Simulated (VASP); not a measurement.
A run of VASP 6.6.1:

The input INCAR:

```
PREC = Accurate
ENCUT = 520
EDIFF = 1E-6
ISMEAR = -1
SIGMA = 0.1
LREAL = F
LASPH = T
NELM = 150
ALGO = Normal
ISIF = 2
LWAVE = F
LCHARG = F
ISPIN = 2
MAGMOM = 1
LORBIT = 11
GGA = PE
NBANDS = 12
```

Contents of KPOINTS:

```
regular mesh
0
Gamma
  1 1 1
```

Contents of POSCAR:

```
B
1.0
    9.0000000000      0.0000000000      0.0000000000
    0.0000000000      9.1000000000      0.0000000000
    0.0000000000      0.0000000000      9.2000000000
B
1
Direct
    0.5130000000      0.5065000000      0.4956666667
```

Potentials or basis: VASP PAW PBE potentials, release 64 (B).

Run with:

```console
$ cat potpaw_PBE.64/B/POTCAR > POTCAR
$ mpirun -np 1 vasp_gam > vasp.out
```

Hardware: 1 thread of AMD EPYC 9R45 96-Core Processor (Zen 5) (shared host).

Problem. How long does it take, and how much memory?

Solution. Run time: 47 s on 1 thread of AMD EPYC 9R45 96-Core Processor (Zen 5), with other jobs on the host, peak memory 0.86 GiB. Counts: scf iterations 21, k points 1.
